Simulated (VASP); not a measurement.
# FeCoC4N4 (P-43m) in VASP: a series of runs, part 2 of 2

VASP 6.6.1.

## Step 3: Single point, PBE, collinear spin, ferromagnetic start

This run uses another cell than the first one, of 20.63 Å³/atom.

INCAR

```
  PREC = Accurate
  ENCUT = 520
  EDIFF = 1E-6
  ISMEAR = 0
  SIGMA = 0.1
  LREAL = False
  LASPH = True
  NELM = 150
  ALGO = Normal
  ISIF = 2
  LWAVE = False
  LCHARG = True
  ISPIN = 2
  MAGMOM = 4 3 0 0 0 0 0 0 0 0
  LORBIT = 11
  LMAXMIX = 4
  GGA = PE
  LELF = True
  LVHAR = True
  NBANDS = 42
```

KPOINTS

```
regular mesh
0
Gamma
  4 4 4
```

POSCAR

```
FeCoC4N4
1.0
    5.9086026500      0.0000000000      0.0000000000
    0.0000000000      5.9086026500      0.0000000000
    0.0000000000      0.0000000000      5.9086026500
Fe Co C N
1 1 4 4
Direct
    0.5000000000      0.5000000000      0.5000000000
    0.0000000000      0.0000000000      0.0000000000
    0.1873167900      0.1873167900      0.1873167900
    0.1873167900      0.8126832100      0.8126832100
    0.8126832100      0.1873167900      0.8126832100
    0.8126832100      0.8126832100      0.1873167900
    0.3016415900      0.3016415900      0.3016415900
    0.3016415900      0.6983584100      0.6983584100
    0.6983584100      0.3016415900      0.6983584100
    0.6983584100      0.6983584100      0.3016415900
```

Potentials or basis: VASP PAW PBE potentials, release 64 (Fe, Co, C, N).

Started as:

```console
$ cat potpaw_PBE.64/Fe/POTCAR potpaw_PBE.64/Co/POTCAR potpaw_PBE.64/C/POTCAR potpaw_PBE.64/N/POTCAR > POTCAR
$ mpirun -np 1 vasp_std > vasp.out
```

OUTCAR:

```text
PREC = Accurate
   ENCUT = 520
   EDIFF = 1E-6
   ISMEAR = 0
   LREAL = False
   LASPH = True
   NELM = 150
   ISIF = 2
   ISPIN = 2
   LORBIT = 11
   GGA = PE

 ion  position               nearest neighbor table
   1  0.500  0.500  0.500-   7 2.03   8 2.03   9 2.03  10 2.03
   2  0.000  0.000  0.000-   3 1.92   4 1.92   5 1.92   6 1.92
   3  0.187  0.187  0.187-   7 1.17   2 1.92
   4  0.187  0.813  0.813-   8 1.17   2 1.92
   5  0.813  0.187  0.813-   9 1.17   2 1.92
   6  0.813  0.813  0.187-  10 1.17   2 1.92
   7  0.302  0.302  0.302-   3 1.17   1 2.03
   8  0.302  0.698  0.698-   4 1.17   1 2.03
   9  0.698  0.302  0.698-   5 1.17   1 2.03
  10  0.698  0.698  0.302-   6 1.17   1 2.03

  LATTYP: Found a simple cubic cell.
 ALAT       =     5.9086026500

  Lattice vectors:

 A1 = (   5.9086026500,   0.0000000000,   0.0000000000)
 A2 = (   0.0000000000,   5.9086026500,   0.0000000000)
 A3 = (   0.0000000000,   0.0000000000,   5.9086026500)

Analysis of symmetry for initial positions (statically):
=====================================================================
 Subroutine PRICEL returns:
 Original cell was already a primitive cell.

 Routine SETGRP: Setting up the symmetry group for a
 simple cubic supercell.

 Subroutine GETGRP returns: Found 24 space group operations
 (whereof 24 operations were pure point group operations)
 out of a pool of 48 trial point group operations.

The static configuration has the point symmetry T_d .

Analysis of symmetry for dynamics (positions and initial velocities):
=====================================================================
 Subroutine PRICEL returns:
 Original cell was already a primitive cell.

 Routine SETGRP: Setting up the symmetry group for a
 simple cubic supercell.

 Subroutine GETGRP returns: Found 24 space group operations
 (whereof 24 operations were pure point group operations)
 out of a pool of 48 trial point group operations.

The dynamic configuration has the point symmetry T_d .

Analysis of structural, dynamic, and magnetic symmetry:
=====================================================================
 Subroutine PRICEL returns:
 Original cell was already a primitive cell.

 Routine SETGRP: Setting up the symmetry group for a
 simple cubic supercell.

 Subroutine GETGRP returns: Found 24 space group operations
 (whereof 24 operations were pure point group operations)
 out of a pool of 48 trial point group operations.

The overall configuration has the point symmetry T_d .

 Subroutine INISYM returns: Found 24 space group operations
 (whereof 24 operations are pure point group operations),
 and found     1 'primitive' translations

----------------------------------------------------------------------------------------

                                     Primitive cell

  volume of cell :     206.2787

  direct lattice vectors                    reciprocal lattice vectors
[... 101 lines left out ...]
   EMIN   =  10.00;   EMAX   =-10.00  energy-range for DOS
   EFERMI =   0.00;   METHOD = LEGACY
   ISMEAR =     0;   SIGMA  =   0.10  broadening in eV -4-tet -1-fermi 0-gaus
   EFERMI_NEDOS =   21; number of points for ismear=-14 and -15
   IALGO  =     38    algorithm
   IMIX   =      4    mixing-type and parameters
     AMIX     =   0.40;   BMIX     =  1.00
     AMIX_MAG =   1.60;   BMIX_MAG =  1.00
  volume/ion in A,a.u.               =      20.63       139.20
  Fermi-wavevector in a.u.,A,eV,Ry     =   1.040755  1.966743 14.737447  1.083172
  Thomas-Fermi vector in A             =   2.175345
   LORBIT       =     11    0 simple, 1 ext, 2 COOP (PROOUT), +10 PAW based schemes
   GGA     = PE    functional components
   LHFCALC =     F    Hartree Fock is set to
   AEXX    =    0.0000 exact exchange contribution
   IVDW    =     0    specifies the selected vdW correction
   LEPSILON=     F    determine dielectric tensor
   LRPA    =     F    only Hartree local field effects (RPA)
 spin polarized calculation
 Gauss-broadening in eV      SIGMA  =   0.10
  energy-cutoff  :      520.00
  volume of cell :      206.28
 maximum number of plane-waves:      5590
 NGX is ok and might be reduce to    48
   NGX = 21   NGY = 21   NGZ = 21

 number of electron      53.0000013 magnetization      11.0976062

 number of electron      53.0000012 magnetization       1.0406987

 Free energy of the ion-electron system (eV)
  ---------------------------------------------------
  ext. energy  EPLUGINS =         0.00000000
  ---------------------------------------------------
  free energy    TOTEN  =       -81.05125168 eV

  energy without entropy =      -80.99272461  energy(sigma->0) =      -81.02198814

 E-fermi :  -0.7646     XC(G=0):  -7.0848

 val. band max:       -0.7681250510   @ k =   0.5000   0.5000   0.2500
 cond. band min:      -0.7629237985   @ k =   0.2500   0.2500   0.0000
 fundamental gap:      0.0052012525
 Fermi energy:        -0.7646125498

 spin component 1

 k-point     1 :       0.0000    0.0000    0.0000
  band No.  band energies     occupation
      1     -18.7722      1.00000
      2     -18.6608      1.00000
      3     -18.6608      1.00000
      4     -18.6608      1.00000
      5      -9.1356      1.00000
      6      -8.1760      1.00000
[... 399 lines left out ...]
     37       4.3764      0.00000
     38       4.3764      0.00000
 Fermi energy:        -0.7646125498

 spin component 2

 k-point     1 :       0.0000    0.0000    0.0000
  band No.  band energies     occupation
      1     -18.8041      1.00000
      2     -18.6939      1.00000
      3     -18.6939      1.00000
      4     -18.6938      1.00000
      5      -9.1622      1.00000
      6      -8.0797      1.00000
[... 399 lines left out ...]
     37       4.3132      0.00000
     38       4.3132      0.00000
 [bands above 38 left out]

------------------------ aborting loop because EDIFF is reached ----------------------------------------

  FORCE on cell =-STRESS in cart. coord.  units (eV):
  Direction    XX          YY          ZZ          XY          YZ          ZX
  --------------------------------------------------------------------------------------
  -------------------------------------------------------------------------------------
  Total       -1.1505065     -1.1505065     -1.1505065      0.0000000     -0.0000000     -0.0000000
  in kB       -8.9360442     -8.9360442     -8.9360442      0.0000000     -0.0000000     -0.0000000
  external PRESSURE =      -8.9360442 kB  Pullay stress =       0.0000000 kB

 VOLUME and BASIS-vectors are now :
 -----------------------------------------------------------------------------
  energy-cutoff  :      520.00
  volume of cell :      206.28
      direct lattice vectors                 reciprocal lattice vectors
     5.908602650  0.000000000  0.000000000     0.169244754  0.000000000  0.000000000
     0.000000000  5.908602650  0.000000000     0.000000000  0.169244754  0.000000000
     0.000000000  0.000000000  5.908602650     0.000000000  0.000000000  0.169244754

 POSITION                                       TOTAL-FORCE (eV/Angst)
 -----------------------------------------------------------------------------------
      2.95430      2.95430      2.95430         0.000000      0.000000      0.000000
      0.00000      0.00000      0.00000         0.000000      0.000000      0.000000
      1.10678      1.10678      1.10678        -0.310866     -0.310866     -0.310866
      1.10678      4.80182      4.80182        -0.310866      0.310866      0.310866
      4.80182      1.10678      4.80182         0.310866     -0.310866      0.310866
      4.80182      4.80182      1.10678         0.310866      0.310866     -0.310866
      1.78228      1.78228      1.78228         0.732358      0.732358      0.732358
      1.78228      4.12632      4.12632         0.732358     -0.732358     -0.732358
      4.12632      1.78228      4.12632        -0.732358      0.732358     -0.732358
      4.12632      4.12632      1.78228        -0.732358     -0.732358      0.732358
 -----------------------------------------------------------------------------------
    total drift:                                0.000000      0.000000     -0.000000

  FREE ENERGIE OF THE ION-ELECTRON SYSTEM (eV)
  ---------------------------------------------------
  free  energy   TOTEN  =       -81.0512516758 eV

  energy  without entropy=      -80.9927246096  energy(sigma->0) =      -81.02198814

 total charge

# of ion       s       p       d       tot
------------------------------------------
    1        0.323   0.424   5.991   6.739
    2        0.490   0.681   7.143   8.314
    3        0.962   1.623   0.000   2.585
    4        0.962   1.623   0.000   2.585
    5        0.962   1.623   0.000   2.585
    6        0.962   1.623   0.000   2.585
    7        1.300   2.587   0.000   3.887
    8        1.300   2.587   0.000   3.887
    9        1.300   2.587   0.000   3.887
   10        1.300   2.587   0.000   3.887
--------------------------------------------------
tot          9.861  17.945  13.135  40.941

 magnetization (x)

# of ion       s       p       d       tot
------------------------------------------
    1        0.016   0.060   3.367   3.444
    2       -0.011  -0.147  -1.945  -2.103
    3       -0.011   0.012   0.000   0.001
    4       -0.011   0.012   0.000   0.001
    5       -0.011   0.012   0.000   0.001
    6       -0.011   0.012   0.000   0.001
    7        0.003  -0.040   0.000  -0.037
    8        0.003  -0.040   0.000  -0.037
    9        0.003  -0.040   0.000  -0.037
   10        0.003  -0.040   0.000  -0.037
--------------------------------------------------
tot         -0.026  -0.198   1.423   1.199
```

Wall time 13 min (1 thread of Intel Xeon Platinum 8259CL at 2.50GHz (Skylake/Cascade Lake), shared host); peak memory 0.51 GiB.

Results:

* Free energy: -81.0513 eV
* Pressure: -0.9 GPa
* Largest force: 1.268 eV/Å
* Net moment: 1.04 μB per cell
* Site moments: Fe +3.44; Co -2.10; C +0.00; N -0.04 μB
* Valence electrons inside the program's atomic spheres: Fe 6.74; Co 8.31; C 2.58; N 3.89

Forces on the atoms (eV/Å):
```
Fe   0.000  0.000  0.000
Co   0.000  0.000  0.000
C   -0.311 -0.311 -0.311
C   -0.311  0.311  0.311
C    0.311 -0.311  0.311
C    0.311  0.311 -0.311
N    0.732  0.732  0.732
N    0.732 -0.732 -0.732
N   -0.732  0.732 -0.732
N   -0.732 -0.732  0.732
```

Levels at points of the mesh, in eV from the Fermi level:
Spin up:
```
           k point  band 23  band 24  band 25  band 26  band 27  band 28  band 29  band 30  band 31  band 32
(0.00, 0.00, 0.00)    -2.09    -2.09    -2.09    -1.37    -1.37     0.05     0.05     0.05     4.07     4.07
(0.50, 0.00, 0.00)    -2.28    -2.08    -2.08    -1.46    -1.36     0.20     0.29     0.29     3.99     3.99
(0.50, 0.50, 0.00)    -2.29    -2.06    -2.06    -1.46    -1.35     0.23     0.29     0.29     4.17     4.30
(0.50, 0.50, 0.50)    -2.08    -2.08    -2.08    -1.33    -1.33     0.15     0.15     0.15     4.40     4.40
```
Spin down:
| k point | band 24 | band 25 | band 26 | band 27 | band 28 | band 29 |
| --- | --- | --- | --- | --- | --- | --- |
| (0.00, 0.00, 0.00) | -1.73 | -1.73 | -0.01 | -0.01 | 0.98 | 0.98 |
| (0.50, 0.00, 0.00) | -1.67 | -1.67 | -0.02 | 0.02 | 1.13 | 1.18 |
| (0.50, 0.50, 0.00) | -1.63 | -1.63 | -0.03 | 0.02 | 1.12 | 1.20 |
| (0.50, 0.50, 0.50) | -1.69 | -1.69 | 0.02 | 0.02 | 1.08 | 1.08 |

Caveat: only a ferromagnetic start was run, and an antiferromagnetic order may lie lower in energy; forces of over 1 eV/Å act on the atoms, so gaps and moduli don't describe the material at rest.
